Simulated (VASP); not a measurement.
# AlCu3 (Fm-3m) in VASP: a series of runs

Runs on AlCu3. Level: PBEsol. Tasks: single point.

All numbers are computed with VASP 6.6.1; they aren't measurements. Logs are shortened: lines on timing, memory, paths and dates and some standing lists are left out, and cuts for length are marked.

**1. The cell of the first run**

The structure is cubic, space group Fm-3m (No. 225). Conventional cell: a = 5.572 Å, b = 5.572 Å, c = 5.572 Å, α = 90.00°, β = 90.00°, γ = 90.00°. Al (site symmetry m-3m) has 14 Cu at 2.41 to 2.79 Å within 3.2 Å. Within 3.2 Å of Cu (site symmetry m-3m) lie 8 Cu at 2.41 Å and 6 Al at 2.79 Å. Cu (site symmetry -43m) has 4 Al at 2.41 Å and 10 Cu at 2.41 to 2.79 Å within 3.2 Å.

**2. Single point, PBEsol**

Input file INCAR:

```
SYSTEM = AlCu3
  PREC = Accurate
  ENCUT = 520
  EDIFF = 1E-6
  ISMEAR = 0
  SIGMA = 0.1
  LREAL = .False.
  LASPH = .True.
  NELM = 60
  ALGO = Normal
  ISIF = 2
  LWAVE = .False.
  LCHARG = .False.
  GGA = PS
  NBANDS = 26
```

Input file KPOINTS:

```
regular mesh
0
Gamma
  12 12 12
  0 0 0
```

Input file POSCAR:

```
AlCu3
1.0
    0.0000000000      2.7857629384      2.7857629384
    2.7857629384      0.0000000000      2.7857629384
    2.7857629384      2.7857629384      0.0000000000
Al Cu
1 3
Direct
    0.0000000000      0.0000000000      0.0000000000
    0.5000000000      0.5000000000      0.5000000000
    0.2500000000      0.2500000000      0.2500000000
    0.7500000000      0.7500000000      0.7500000000
```

Potentials or basis: VASP PAW PBE potentials, release 64 (Al, Cu).

Started as:

```console
cat potpaw_PBE.64/Al/POTCAR potpaw_PBE.64/Cu/POTCAR > POTCAR
mpirun -np 1 vasp_std > vasp.out
```

OUTCAR:

```text
SYSTEM = AlCu3
   PREC = Accurate
   ENCUT = 520
   EDIFF = 1E-6
   ISMEAR = 0
   LREAL = .False.
   LASPH = .True.
   NELM = 60
   ISIF = 2
   GGA = PS

 ion  position               nearest neighbor table
   1  0.000  0.000  0.000-   3 2.41   4 2.41   4 2.41   4 2.41   4 2.41   3 2.41   3 2.41   3 2.41
                             2 2.79   2 2.79   2 2.79   2 2.79   2 2.79   2 2.79
   2  0.500  0.500  0.500-   3 2.41   4 2.41   3 2.41   3 2.41   3 2.41   4 2.41   4 2.41   4 2.41
                             1 2.79   1 2.79   1 2.79   1 2.79   1 2.79   1 2.79
   3  0.250  0.250  0.250-   1 2.41   2 2.41   1 2.41   1 2.41   1 2.41   2 2.41   2 2.41   2 2.41
                             4 2.79   4 2.79   4 2.79   4 2.79   4 2.79   4 2.79
   4  0.750  0.750  0.750-   1 2.41   2 2.41   2 2.41   2 2.41   2 2.41   1 2.41   1 2.41   1 2.41
                             3 2.79   3 2.79   3 2.79   3 2.79   3 2.79   3 2.79

  LATTYP: Found a face centered cubic cell.
 ALAT       =     5.5715258768

  Lattice vectors:

 A1 = (   0.0000000000,   2.7857629384,   2.7857629384)
 A2 = (   2.7857629384,   0.0000000000,   2.7857629384)
 A3 = (   2.7857629384,   2.7857629384,   0.0000000000)

Analysis of symmetry for initial positions (statically):
=====================================================================
 Subroutine PRICEL returns:
 Original cell was already a primitive cell.

 Routine SETGRP: Setting up the symmetry group for a
 face centered cubic supercell.

 Subroutine GETGRP returns: Found 48 space group operations
 (whereof 48 operations were pure point group operations)
 out of a pool of 48 trial point group operations.

The static configuration has the point symmetry O_h .

Analysis of symmetry for dynamics (positions and initial velocities):
=====================================================================
 Subroutine PRICEL returns:
 Original cell was already a primitive cell.

 Routine SETGRP: Setting up the symmetry group for a
 face centered cubic supercell.

 Subroutine GETGRP returns: Found 48 space group operations
 (whereof 48 operations were pure point group operations)
 out of a pool of 48 trial point group operations.

The dynamic configuration has the point symmetry O_h .

 Subroutine INISYM returns: Found 48 space group operations
 (whereof 48 operations are pure point group operations),
 and found     1 'primitive' translations

----------------------------------------------------------------------------------------

                                     Primitive cell

  volume of cell :      43.2377

[... 96 lines left out ...]
   IBRION =     -1    ionic relax: 0-MD 1-quasi-New 2-CG
   NFREE  =      0    steps in history (QN), initial steepest desc. (CG)
   ISIF   =      2    stress and relaxation
   ISYM   =      2    0-nonsym 1-usesym 2-fastsym
   POTIM  = 0.5000    time-step for ionic-motion
   TEBEG  =    0.0;   TEEND  =   0.0 temperature during run
   PSTRESS=    0.0 pullay stress
   NELECT =      36.0000    total number of electrons
   NUPDOWN=      -1.0000    fix difference up-down
   EMIN   =  10.00;   EMAX   =-10.00  energy-range for DOS
   EFERMI =   0.00;   METHOD = LEGACY
   ISMEAR =     0;   SIGMA  =   0.10  broadening in eV -4-tet -1-fermi 0-gaus
   EFERMI_NEDOS =   21; number of points for ismear=-14 and -15
   IALGO  =     38    algorithm
   IMIX   =      4    mixing-type and parameters
     AMIX     =   0.40;   BMIX     =  1.00
     AMIX_MAG =   1.60;   BMIX_MAG =  1.00
  volume/ion in A,a.u.               =      10.81        72.95
  Fermi-wavevector in a.u.,A,eV,Ry     =   1.540121  2.910407 32.272648  2.371973
  Thomas-Fermi vector in A             =   2.646253
   LORBIT       =      0    0 simple, 1 ext, 2 COOP (PROOUT), +10 PAW based schemes
   GGA     = PS    functional components
   LHFCALC =     F    Hartree Fock is set to
   AEXX    =    0.0000 exact exchange contribution
   IVDW    =     0    specifies the selected vdW correction
   LEPSILON=     F    determine dielectric tensor
   LRPA    =     F    only Hartree local field effects (RPA)
 non-spin polarized calculation
 Gauss-broadening in eV      SIGMA  =   0.10
  energy-cutoff  :      520.00
  volume of cell :       43.24
 maximum number of plane-waves:      1211
 NGX is ok and might be reduce to    30
   NGX = 15   NGY = 15   NGZ = 15

 number of electron      35.9999986 magnetization

 Free energy of the ion-electron system (eV)
  ---------------------------------------------------
  ext. energy  EPLUGINS =         0.00000000
  ---------------------------------------------------
  free energy    TOTEN  =       -17.44653552 eV

  energy without entropy =      -17.44135985  energy(sigma->0) =      -17.44394768

 E-fermi :   9.9770     XC(G=0): -13.0601

 val. band max:        9.9459259327   @ k =  -0.4167   0.1667   0.0000
 cond. band min:       9.9975927041   @ k =  -0.1667   0.1667   0.0000
 fundamental gap:      0.0516667714
 Fermi energy:         9.9769976731

 k-point     1 :       0.0000    0.0000    0.0000
  band No.  band energies     occupation
      1      -1.5147      2.00000
      2       4.6279      2.00000
      3       4.6279      2.00000
      4       4.7811      2.00000
      5       4.7811      2.00000
      6       4.7811      2.00000
[... 685 lines left out ...]
     25      19.6544      0.00000
     26      21.2798      0.00000

 [... further k-points ...]

------------------------ aborting loop because EDIFF is reached ----------------------------------------

  FORCE on cell =-STRESS in cart. coord.  units (eV):
  Direction    XX          YY          ZZ          XY          YZ          ZX
  --------------------------------------------------------------------------------------
  -------------------------------------------------------------------------------------
  Total        5.5662887      5.5662887      5.5662887     -0.0000000      0.0000000     -0.0000000
  in kB      206.2594462    206.2594462    206.2594462     -0.0000000      0.0000000     -0.0000000
  external PRESSURE =     206.2594462 kB  Pullay stress =       0.0000000 kB

 VOLUME and BASIS-vectors are now :
 -----------------------------------------------------------------------------
  energy-cutoff  :      520.00
  volume of cell :       43.24
      direct lattice vectors                 reciprocal lattice vectors
     0.000000000  2.785762938  2.785762938    -0.179484045  0.179484045  0.179484045
     2.785762938  0.000000000  2.785762938     0.179484045 -0.179484045  0.179484045
     2.785762938  2.785762938  0.000000000     0.179484045  0.179484045 -0.179484045

 POSITION                                       TOTAL-FORCE (eV/Angst)
 -----------------------------------------------------------------------------------
      0.00000      0.00000      0.00000         0.000000      0.000000      0.000000
      2.78576      2.78576      2.78576         0.000000      0.000000      0.000000
      1.39288      1.39288      1.39288        -0.000000     -0.000000     -0.000000
      4.17864      4.17864      4.17864         0.000000      0.000000      0.000000
 -----------------------------------------------------------------------------------
    total drift:                                0.000000     -0.000000      0.000000

  FREE ENERGIE OF THE ION-ELECTRON SYSTEM (eV)
  ---------------------------------------------------
  free  energy   TOTEN  =       -17.4465355170 eV

  energy  without entropy=      -17.4413598475  energy(sigma->0) =      -17.44394768
```

OSZICAR:

```text
N       E                     dE             d eps       ncg     rms          rms(c)
DAV:   1     0.252872863833E+03    0.25287E+03   -0.15625E+04  3928   0.225E+03
DAV:   2    -0.207857446571E+01   -0.25495E+03   -0.24370E+03  3744   0.361E+02
DAV:   3    -0.218832903806E+02   -0.19805E+02   -0.18801E+02  4272   0.139E+02
DAV:   4    -0.223171177518E+02   -0.43383E+00   -0.43249E+00  5472   0.236E+01
DAV:   5    -0.223247365631E+02   -0.76188E-02   -0.76177E-02  5668   0.253E+00    0.179E+01
DAV:   6    -0.200242544433E+02    0.23005E+01   -0.43099E+01  4478   0.163E+02    0.101E+01
DAV:   7    -0.174982220483E+02    0.25260E+01   -0.96785E+00  4558   0.751E+01    0.108E+00
DAV:   8    -0.174822290760E+02    0.15993E-01   -0.40038E-01  5516   0.144E+01    0.128E+00
DAV:   9    -0.174596599948E+02    0.22569E-01   -0.39561E-02  5302   0.108E+01    0.851E-01
DAV:  10    -0.174463429147E+02    0.13317E-01   -0.23856E-02  4584   0.464E+00    0.835E-02
DAV:  11    -0.174465689922E+02   -0.22608E-03   -0.40659E-03  5378   0.847E-01    0.756E-02
DAV:  12    -0.174465421496E+02    0.26843E-04   -0.40370E-04  4510   0.356E-01    0.322E-02
DAV:  13    -0.174465589531E+02   -0.16804E-04   -0.26337E-05  4924   0.101E-01    0.366E-02
DAV:  14    -0.174465352723E+02    0.23681E-04   -0.54324E-05  4560   0.194E-01    0.366E-03
DAV:  15    -0.174465355170E+02   -0.24470E-06   -0.49743E-06  3568   0.235E-02
   1 F= -.17446536E+02 E0= -.17443948E+02  d E =-.517567E-02
```

stdout:

```text
POSCAR found type information on POSCAR AlCu
 POSCAR found :  2 types and       4 ions
 scaLAPACK will be used
 -----------------------------------------------------------------------------
|                                                                             |
|                                                                             |
|     You enforced a specific xc type in the INCAR file but a different       |
|     I HOPE YOU KNOW WHAT YOU ARE DOING!                                     |
|                                                                             |
 -----------------------------------------------------------------------------

 LDA part: xc-table for (Slater+PW92), standard interpolation
 POSCAR, INCAR and KPOINTS ok, starting setup
 FFT: planning ... GRIDC
 FFT: planning ... GRID_SOFT
 FFT: planning ... GRID
 WAVECAR not read
 entering main loop
```

It took 2.6 min on 1 thread of Intel Xeon 8259CL, shared host; peak memory 0.21 GiB.

What came out:

* Free energy: -17.4465 eV
* Pressure: 20.6 GPa
* Band gap on the k mesh: zero (bands 18 and 19 overlap by 6.13 eV)

Caveat: the cell stands under pressure; the PAW data sets were made with another functional, which shifts forces and pressure a little.

**3. Single point, PBEsol**

This run uses another cell than the first one, of 11.32 Å³/atom.

Input file INCAR:

```
PREC = Accurate
ENCUT = 520
EDIFF = 1E-6
ISMEAR = 0
SIGMA = 0.1
LREAL = F
LASPH = T
NELM = 60
ALGO = Normal
ISIF = 2
LWAVE = F
LCHARG = F
GGA = PS
NBANDS = 26
```

Input file KPOINTS:

```
regular mesh
0
Gamma
  12 12 12
```

Input file POSCAR:

```
AlCu3
1.0
    0.0000000000      2.8286769282      2.8286769282
    2.8286769282      0.0000000000      2.8286769282
    2.8286769282      2.8286769282      0.0000000000
Al Cu
1 3
Direct
    0.0000000000      0.0000000000      0.0000000000
    0.5000000000      0.5000000000      0.5000000000
    0.2500000000      0.2500000000      0.2500000000
    0.7500000000      0.7500000000      0.7500000000
```

Potentials or basis: VASP PAW PBE potentials, release 64 (Al, Cu).

Started as:

```console
cat potpaw_PBE.64/Al/POTCAR potpaw_PBE.64/Cu/POTCAR > POTCAR
mpirun -np 1 vasp_std > vasp.out
```

Run time: 2.7 min. Hardware: 1 thread of Intel Xeon 8259CL, shared host; peak memory 0.22 GiB.

Results (log left out):

```
Free energy            : -17.6420 eV
Pressure               : 10.6 GPa
Band gap on the k mesh : zero (bands 18 and 19 overlap by 6.01 eV)
```

Levels at points of the mesh, in eV from the Fermi level:
| k point | band 14 | band 15 | band 16 | band 17 | band 18 | band 19 | band 20 | band 21 | band 22 | band 23 |
| --- | --- | --- | --- | --- | --- | --- | --- | --- | --- | --- |
| (0.00, 0.00, 0.00) | -2.72 | -2.60 | -2.60 | 3.84 | 3.84 | 3.84 | 4.39 | 4.39 | 4.39 | 5.70 |
| (0.50, 0.00, 0.00) | -2.72 | -2.55 | -2.55 | -2.24 | 2.72 | 2.72 | 3.10 | 3.10 | 3.96 | 5.95 |
| (0.50, 0.50, 0.00) | -2.46 | -2.46 | -2.40 | -2.34 | -2.34 | -2.17 | 2.17 | 2.64 | 11.27 | 11.27 |

Caveat: the cell stands under pressure; the PAW data sets were made with another functional, which shifts forces and pressure a little.

**4. Single point, PBEsol**

This run uses another cell than the first one, of 11.62 Å³/atom.

Input file INCAR:

```
SYSTEM = AlCu3
ALGO = Normal
EDIFF = 1E-7
ENCUT = 520
GGA = PS
ISIF = 2
ISMEAR = 0
LASPH = .TRUE.
LCHARG = .TRUE.
LELF = .TRUE.
LREAL = .FALSE.
LVHAR = .TRUE.
LWAVE = .FALSE.
NBANDS = 26
NELM = 60
PREC = Accurate
SIGMA = 0.1
```

Input file KPOINTS:

```
k-points
0
G
  12 12 12
  0 0 0
```

Input file POSCAR:

```
AlCu3
1.0
    0.0000000000      2.8539264393      2.8539264393
    2.8539264393      0.0000000000      2.8539264393
    2.8539264393      2.8539264393      0.0000000000
Al Cu
1 3
Direct
    0.0000000000      0.0000000000      0.0000000000
    0.5000000000      0.5000000000      0.5000000000
    0.2500000000      0.2500000000      0.2500000000
    0.7500000000      0.7500000000      0.7500000000
```

Started as:

```console
cat potpaw_PBE.64/Al/POTCAR potpaw_PBE.64/Cu/POTCAR > POTCAR
mpirun -np 1 vasp_std > vasp.out
```

Run time: 2.9 min. Hardware: 1 thread of Intel Xeon 8259CL, shared host; peak memory 0.22 GiB.

The run converged. Its results:

```yaml
Free_energy: -17.7037 eV
Pressure: 5.7 GPa
Band_gap_on_the_k_mesh: zero (bands 18 and 19 overlap by 5.95 eV)
```

Levels at points of the mesh, in eV from the Fermi level:
```
           k point  band 14  band 15  band 16  band 17  band 18  band 19  band 20  band 21  band 22  band 23
(0.00, 0.00, 0.00)    -2.67    -2.54    -2.54     3.81     3.81     3.81     4.29     4.29     4.29     5.46
(0.50, 0.00, 0.00)    -2.66    -2.50    -2.50    -2.20     2.71     2.71     3.03     3.03     3.83     5.79
(0.50, 0.50, 0.00)    -2.40    -2.40    -2.35    -2.25    -2.25    -2.14     2.09     2.52    11.11    11.11
```

Caveat: the cell stands under pressure; the PAW data sets were made with another functional, which shifts forces and pressure a little.

**5. The runs side by side**

```csv
cell,gap on the mesh (eV),pressure (GPa)
"a = 3.940 Å, angles 60.0°, 4 atoms",none,20.6
"a = 4.000 Å, angles 60.0°, 4 atoms",none,10.6
"a = 4.036 Å, angles 60.0°, 4 atoms",none,5.7
```

Alike in all rows: task single point; level PBEsol; potentials or basis VASP PAW PBE potentials, release 64 (Al, Cu); no spin polarisation; k mesh 12 × 12 × 12; cutoff (eV) 520; smearing gaussian 0.1 eV.

Caveats: the cell stands under pressure; the PAW data sets were made with another functional, which shifts forces and pressure a little.

Absolute energies hang on the potentials; compare differences alone.

The gap in the log of VASP goes by the Fermi energy; the results here count the filled bands.